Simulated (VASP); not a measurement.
# LiPS3 (P6_3/mmc) in VASP: relaxation of cell and atoms with PBE

Aim: the relaxation of cell and atoms of LiPS3 with PBE.

Program: VASP 6.6.1. These are calculated values, not measurements. Logs are shortened: lines on timing, memory, paths and dates and some standing lists are left out, and cuts for length are marked.

## 1. The cell of the first run

It takes space group P6_3/mmc (No. 194, hexagonal). Conventional cell: a = 4.090 Å, b = 4.090 Å, c = 14.064 Å, α = 90.00°, β = 90.00°, γ = 120.00°. Within 3.6 Å of Li (site symmetry -3m) lie 8 S at 2.65 to 3.52 Å. Within 3.1 Å of P (site symmetry -6m2) lie 5 S at 2.31 to 2.36 Å. Within 3.1 Å of S (site symmetry 3m) lie 1 P at 2.31 Å and 3 Li at 2.65 Å. Within 3.1 Å of S (site symmetry -6m2) lie 3 P at 2.36 Å.

The cell was built from a structure type or drawn by symmetry, and may not be a known phase.

## 2. Relaxation of cell and atoms, PBE

INCAR

```
SYSTEM = LiPS3
PREC     = Accurate       ! precision mode
ENCUT    = 750            ! plane-wave cutoff, eV
EDIFF    = 1E-7           ! SCF threshold, eV
ISMEAR   = 0              ! smearing method
SIGMA    = 0.15           ! smearing width, eV
LREAL    = .False.        ! projectors in reciprocal space
LASPH    = .True.         ! aspherical terms in the spheres
NELM     = 120            ! most SCF steps
ALGO     = Normal         ! electronic algorithm
ISIF     = 3              ! what is computed and relaxed
LWAVE    = .False.        ! write WAVECAR
LCHARG   = .False.        ! write CHGCAR
GGA      = PE             ! functional
IBRION   = 2              ! ionic algorithm
NSW      = 36             ! ionic steps
EDIFFG   = -0.08          ! ionic threshold
GGA_COMPAT= .False.      
NELMIN   = 4
```

KPOINTS

```
regular mesh
0
Gamma
  3 3 1
  0 0 0
```

POSCAR

```
LiPS3
1.0
    4.0898247700      0.0000000000      0.0000000000
   -2.0449123800      3.5418921400      0.0000000000
    0.0000000000      0.0000000000     14.0635427200
Li P S
2 2 6
Direct
    0.0000000000      0.0000000000      0.0000000000
    0.0000000000      0.0000000000      0.5000000000
    0.3333333300      0.6666666700      0.2500000000
    0.6666666700      0.3333333300      0.7500000000
    0.6666666700      0.3333333300      0.9142199800
    0.3333333300      0.6666666700      0.4142199800
    0.3333333300      0.6666666700      0.0857800200
    0.6666666700      0.3333333300      0.5857800200
    0.0000000000      0.0000000000      0.7500000000
    0.0000000000      0.0000000000      0.2500000000
```

Potentials or basis: VASP PAW PBE potentials, release 64 (Li_sv, P, S).

On the command line:

```bash
> cat potpaw_PBE.64/Li_sv/POTCAR potpaw_PBE.64/P/POTCAR potpaw_PBE.64/S/POTCAR > POTCAR
> mpirun -np 1 vasp_std > vasp.out
```

OUTCAR:

```text
SYSTEM = LiPS3
   PREC = Accurate
   ENCUT = 750
   EDIFF = 1E-7
   ISMEAR = 0
   LREAL = .False.
   LASPH = .True.
   NELM = 120
   ISIF = 3
   GGA = PE
   IBRION = 2
   NSW = 36
   EDIFFG = -0.08
   NELMIN = 4

 ion  position               nearest neighbor table
   1  0.000  0.000  0.000-   5 2.65   7 2.65   7 2.65   5 2.65   5 2.65   7 2.65
   2  0.000  0.000  0.500-   6 2.65   8 2.65   6 2.65   8 2.65   8 2.65   6 2.65
   3  0.333  0.667  0.250-   6 2.31   7 2.31  10 2.36  10 2.36  10 2.36
   4  0.667  0.333  0.750-   5 2.31   8 2.31   9 2.36   9 2.36   9 2.36
   5  0.667  0.333  0.914-   4 2.31   1 2.65   1 2.65   1 2.65
   6  0.333  0.667  0.414-   3 2.31   2 2.65   2 2.65   2 2.65
   7  0.333  0.667  0.086-   3 2.31   1 2.65   1 2.65   1 2.65
   8  0.667  0.333  0.586-   4 2.31   2 2.65   2 2.65   2 2.65
   9  0.000  0.000  0.750-   4 2.36   4 2.36   4 2.36
  10  0.000  0.000  0.250-   3 2.36   3 2.36   3 2.36

  LATTYP: Found a hexagonal cell.
 ALAT       =     4.0898247700
 C/A-ratio  =     3.4386663270

  Lattice vectors:

 A1 = (   4.0898247700,   0.0000000000,   0.0000000000)
 A2 = (  -2.0449123800,   3.5418921400,   0.0000000000)
 A3 = (   0.0000000000,   0.0000000000,  14.0635427200)

Analysis of symmetry for initial positions (statically):
=====================================================================
 Subroutine PRICEL returns:
 Original cell was already a primitive cell.

 Routine SETGRP: Setting up the symmetry group for a
 hexagonal supercell.

 Subroutine GETGRP returns: Found 24 space group operations
 (whereof 12 operations were pure point group operations)
 out of a pool of 24 trial point group operations.

The static configuration has the point symmetry D_3d.
 The point group associated with its full space group is D_6h.

Analysis of symmetry for dynamics (positions and initial velocities):
=====================================================================
 Subroutine PRICEL returns:
 Original cell was already a primitive cell.

 Routine SETGRP: Setting up the symmetry group for a
 hexagonal supercell.

 Subroutine GETGRP returns: Found 24 space group operations
 (whereof 12 operations were pure point group operations)
 out of a pool of 24 trial point group operations.

The dynamic configuration has the point symmetry D_3d.
 The point group associated with its full space group is D_6h.

 Subroutine INISYM returns: Found 24 space group operations
 (whereof 12 operations are pure point group operations),
 and found     1 'primitive' translations

----------------------------------------------------------------------------------------

                                     Primitive cell

  volume of cell :     203.7205

  direct lattice vectors                    reciprocal lattice vectors
     4.089824770  0.000000000  0.000000000     0.244509253  0.141167483  0.000000000
    -2.044912380  3.541892140  0.000000000     0.000000000  0.282334967  0.000000000
     0.000000000  0.000000000 14.063542720     0.000000000  0.000000000  0.071105839

  length of vectors
     4.089824770  4.089824761 14.063542720     0.282334966  0.282334967  0.071105839

  position of ions in fractional coordinates (direct lattice)
     0.000000000  0.000000000  0.000000000
     0.000000000  0.000000000  0.500000000
     0.333333330  0.666666670  0.250000000
     0.666666670  0.333333330  0.750000000
     0.666666670  0.333333330  0.914219980
     0.333333330  0.666666670  0.414219980
     0.333333330  0.666666670  0.085780020
     0.666666670  0.333333330  0.585780020
     0.000000000  0.000000000  0.750000000
     0.000000000  0.000000000  0.250000000

  ion indices of the primitive-cell ions
   primitive index   ion index
                 1           1
                 2           2
                 3           3
                 4           4
                 5           5
                 6           6
                 7           7
                 8           8
                 9           9
                10          10

----------------------------------------------------------------------------------------

 KPOINTS: regular mesh

Automatic generation of k-mesh.
 Grid dimensions read from file:
 generate k-points for:    3    3    1

 Generating k-lattice:

  Cartesian coordinates                     Fractional coordinates (reciprocal lattice)
     0.081503084  0.047055828  0.000000000     0.333333333  0.000000000  0.000000000
     0.000000000  0.094111656  0.000000000     0.000000000  0.333333333  0.000000000
     0.000000000  0.000000000  0.071105839     0.000000000  0.000000000  1.000000000

  Length of vectors
     0.094111655  0.094111656  0.071105839

  Shift w.r.t. Gamma in fractional coordinates (k-lattice)
     0.000000000  0.000000000  0.000000000

 Subroutine IBZKPT returns following result:
 ===========================================

 Found      3 irreducible k-points:

 Following reciprocal coordinates:
            Coordinates               Weight
  0.000000  0.000000  0.000000      1.000000
  0.333333 -0.000000  0.000000      6.000000
  0.333333  0.333333  0.000000      2.000000
   k-points           NKPTS =      3   k-points in BZ     NKDIM =      3   number of bands    NBANDS=     32
   number of dos      NEDOS =    301   number of ions     NIONS =     10
   total plane-waves  NPLWV = 201600
   dimension x,y,z NGX =    40 NGY =   40 NGZ =  126
   dimension x,y,z NGXF=    80 NGYF=   80 NGZF=  252
   ions per type =               2   2   6
   NGX,Y,Z   is equivalent  to a cutoff of  16.26, 16.26, 14.89 a.u.
   NGXF,Y,Z  is equivalent  to a cutoff of  32.52, 32.52, 29.79 a.u.
 SYSTEM =  LiPS3
   PREC   = accura    normal or accurate (medium, high low for compatibility)
   ISTART =      0    job   : 0-new  1-cont  2-samecut
   ICHARG =      2    charge: 1-file 2-atom 10-const
   ISPIN  =      1    spin polarized calculation?
   LNONCOLLINEAR =      F non collinear calculations
   LSORBIT =      F    spin-orbit coupling
   LASPH  =      T    aspherical Exc in radial PAW
   ENCUT  =  750.0 eV  55.12 Ry    7.42 a.u.   9.13  9.13 31.40*2*pi/ulx,y,z
   NELM   =    120;   NELMIN=  4; NELMDL= -5     # of ELM steps
   EDIFF  = 0.1E-06   stopping-criterion for ELM
   LREAL  =      F    real-space projection
   EDIFFG = -.8E-01   stopping-criterion for IOM
   NSW    =     36    number of steps for IOM
   IBRION =      2    ionic relax: 0-MD 1-quasi-New 2-CG
   NFREE  =      1    steps in history (QN), initial steepest desc. (CG)
   ISIF   =      3    stress and relaxation
   ISYM   =      2    0-nonsym 1-usesym 2-fastsym
   POTIM  = 0.5000    time-step for ionic-motion
   TEBEG  =    0.0;   TEEND  =   0.0 temperature during run
   PSTRESS=    0.0 pullay stress
   NELECT =      52.0000    total number of electrons
   NUPDOWN=      -1.0000    fix difference up-down
   EMIN   =  10.00;   EMAX   =-10.00  energy-range for DOS
   EFERMI =   0.00;   METHOD = LEGACY
   ISMEAR =     0;   SIGMA  =   0.15  broadening in eV -4-tet -1-fermi 0-gaus
   EFERMI_NEDOS =   21; number of points for ismear=-14 and -15
   IALGO  =     38    algorithm
   IMIX   =      4    mixing-type and parameters
     AMIX     =   0.40;   BMIX     =  1.00
     AMIX_MAG =   1.60;   BMIX_MAG =  1.00
  volume/ion in A,a.u.               =      20.37       137.48
  Fermi-wavevector in a.u.,A,eV,Ry     =   1.038479  1.962441 14.673046  1.078438
  Thomas-Fermi vector in A             =   2.172965
   LORBIT       =      0    0 simple, 1 ext, 2 COOP (PROOUT), +10 PAW based schemes
   GGA     = PE    functional components
   LHFCALC =     F    Hartree Fock is set to
   AEXX    =    0.0000 exact exchange contribution
   IVDW    =     0    specifies the selected vdW correction
   LEPSILON=     F    determine dielectric tensor
   LRPA    =     F    only Hartree local field effects (RPA)
 conjugate gradient relaxation of ions
 non-spin polarized calculation
 Gauss-broadening in eV      SIGMA  =   0.15
  energy-cutoff  :      750.00
  volume of cell :      203.72
 maximum number of plane-waves:      9512
 NGX is ok and might be reduce to    40
   NGX = 19   NGY = 19   NGZ = 63

--------------------------------------- Ionic step        1  -------------------------------------------

 number of electron      51.9999996 magnetization

 Free energy of the ion-electron system (eV)
  ---------------------------------------------------
  ext. energy  EPLUGINS =         0.00000000
  ---------------------------------------------------
  free energy    TOTEN  =       -39.35859937 eV

  energy without entropy =      -39.24852526  energy(sigma->0) =      -39.30356231

 E-fermi :   3.1548     XC(G=0):  -8.9551

 val. band max:        3.1444782632   @ k =   0.3333  -0.0000   0.0000
 cond. band min:       3.4501041832   @ k =   0.3333   0.3333   0.0000
 fundamental gap:      0.3056259199
 Fermi energy:         3.1547549631

 k-point     1 :       0.0000    0.0000    0.0000
  band No.  band energies     occupation
      1     -41.6476      2.00000
      2     -41.6476      2.00000
      3     -12.1859      2.00000
      4     -12.1573      2.00000
      5      -9.1680      2.00000
      6      -8.5319      2.00000
[... 24 lines left out ...]
     31       4.1804      0.00000
     32       4.1804      0.00000
[... 222 lines left out ...]
 POSITION                                       TOTAL-FORCE (eV/Angst)
 -----------------------------------------------------------------------------------
      0.00000      0.00000     13.30734        -0.000000      0.000000     -0.000000
      0.00000      0.00000      6.65367        -0.000000      0.000000     -0.000000
     -0.00000      2.34815      3.32684        -0.000000     -0.000000     -0.000000
      2.03355      1.17407      9.98051         0.000000      0.000000     -0.000000
      2.03355      1.17407     12.14374         0.000000      0.000000      0.104553
     -0.00000      2.34815      5.49007        -0.000000     -0.000000      0.104553
     -0.00000      2.34815      1.16360        -0.000000      0.000000     -0.104553
      2.03355      1.17407      7.81727         0.000000     -0.000000     -0.104553
      0.00000      0.00000      9.98051        -0.000000     -0.000000      0.000000
      4.06711     -0.00000      3.32684         0.000000      0.000000     -0.000000
 -----------------------------------------------------------------------------------
    total drift:                                0.000000      0.000000     -0.000000

  FREE ENERGIE OF THE ION-ELECTRON SYSTEM (eV)
  ---------------------------------------------------
  free  energy   TOTEN  =       -39.7711339347 eV

  energy  without entropy=      -39.6797804452  energy(sigma->0) =      -39.72545719

--------------------------------------- Ionic step        5  -------------------------------------------

 number of electron      51.9999997 magnetization

 Free energy of the ion-electron system (eV)
  ---------------------------------------------------
  ext. energy  EPLUGINS =         0.00000000
  ---------------------------------------------------
  free energy    TOTEN  =       -39.77761449 eV

  energy without entropy =      -39.68704836  energy(sigma->0) =      -39.73233143

 E-fermi :   3.7973     XC(G=0):  -9.1894

 val. band max:        3.7020925982   @ k =   0.3333  -0.0000   0.0000
 cond. band min:       3.8376412546   @ k =   0.3333  -0.0000   0.0000
 fundamental gap:      0.1355486565
 Fermi energy:         3.7973489077

 k-point     1 :       0.0000    0.0000    0.0000
  band No.  band energies     occupation
      1     -41.1808      2.00000
      2     -41.1808      2.00000
      3     -11.8729      2.00000
      4     -11.8155      2.00000
      5      -9.0785      2.00000
      6      -8.3955      2.00000
[... 24 lines left out ...]
     31       4.9522      0.00000
     32       4.9522      0.00000
[... 90 lines left out ...]
 POSITION                                       TOTAL-FORCE (eV/Angst)
 -----------------------------------------------------------------------------------
      0.00000      0.00000     -0.00000         0.000000     -0.000000     -0.000000
      0.00000      0.00000      6.60669         0.000000     -0.000000     -0.000000
     -0.00000      2.36272      3.30334        -0.000000     -0.000000     -0.000000
      2.04618      1.18136      9.91003         0.000000      0.000000     -0.000000
      2.04618      1.18136     12.07382        -0.000000      0.000000      0.033422
     -0.00000      2.36272      5.46714        -0.000000     -0.000000      0.033422
     -0.00000      2.36272      1.13955         0.000000     -0.000000     -0.033422
      2.04618      1.18136      7.74624        -0.000000      0.000000     -0.033422
     -2.04618      3.54408      9.91003        -0.000000      0.000000     -0.000000
     -0.00000      0.00000      3.30334         0.000000     -0.000000     -0.000000
 -----------------------------------------------------------------------------------
    total drift:                               -0.000000      0.000000     -0.000000

  FREE ENERGIE OF THE ION-ELECTRON SYSTEM (eV)
  ---------------------------------------------------
  free  energy   TOTEN  =       -39.7776144862 eV

  energy  without entropy=      -39.6870483647  energy(sigma->0) =      -39.73233143

 reached required accuracy - stopping structural energy minimisation
```

Run time: 2.2 min. Hardware: 1 thread of Intel Xeon 6975P-C (Granite Rapids), shared host; peak memory 0.5 GiB.

Results:

```yaml
Free_energy: -39.7776 eV
Relaxed_volume: 19.16 Å³/atom
Relaxed_cell: a = 4.092 Å, b = 4.092 Å, c = 13.213 Å, α = 90.00°, β = 90.00°, γ = 120.00°
Space_group_after_relaxing_to_0.1_Å: P6_3/mmc (No. 194)
Energy_gained_by_relaxing: 41.9 meV/atom
Ionic_steps: 5
Pressure_after_relaxing: -0.2 GPa
Largest_force_after_relaxing: 0.033 eV/Å
Band_gap_on_the_k_mesh: zero (bands 26 and 27 overlap by 1.10 eV)
```

Forces in eV/Å, atoms in the order of the input:
```
Li   0.000  0.000  0.000
Li   0.000  0.000  0.000
P    0.000  0.000  0.000
P    0.000  0.000  0.000
S    0.000  0.000  0.033
S    0.000  0.000  0.033
S    0.000  0.000 -0.033
S    0.000  0.000 -0.033
S    0.000  0.000  0.000
S    0.000  0.000  0.000
```

Stress tensor (GPa, compression positive):
```
-0.20  0.00  0.00
 0.00 -0.20  0.00
 0.00  0.00 -0.12
```

The path:
| step | energy change (eV) | largest force (eV/Å) | pressure (GPa) | volume (Å³) |
| --- | --- | --- | --- | --- |
| 1 | 0.0000 | 0.6997 | -4.13 | 203.72 |
| 2 | -0.3976 | 0.3115 | 0.96 | 188.46 |
| 3 | -0.4070 | 0.1300 | 0.16 | 190.26 |
| 4 | -0.4125 | 0.1046 | 0.06 | 190.63 |
| 5 | -0.4190 | 0.0334 | -0.17 | 191.64 |

Final structure:
```xyz
10
Lattice="4.0924 0.0000 0.0000 -2.0462 3.5441 0.0000 0.0000 0.0000 13.2134" Properties=species:S:1:pos:R:3 pbc="T T T"
Li    0.0000    0.0000    0.0000
Li    0.0000    0.0000    6.6067
P     0.0000    2.3627    3.3033
P     2.0462    1.1814    9.9100
S     2.0462    1.1814   12.0738
S     0.0000    2.3627    5.4671
S     0.0000    2.3627    1.1396
S     2.0462    1.1814    7.7462
S    -2.0462    3.5441    9.9100
S     0.0000    0.0000    3.3033
```

Levels at points of the mesh, in eV from the Fermi level:
| k point | band 24 | band 25 | band 26 | band 27 | band 28 | band 29 |
| --- | --- | --- | --- | --- | --- | --- |
| (0.00, 0.00, 0.00) | -0.84 | -0.79 | -0.79 | -0.60 | 0.81 | 1.00 |

Caveat: the k points lie up to 0.59 Å⁻¹ apart in the final cell, too coarse for converged energies and pressures of a metal; the relaxation stopped at a loose force limit of 0.08 eV/Å, so its end isn't a converged minimum.
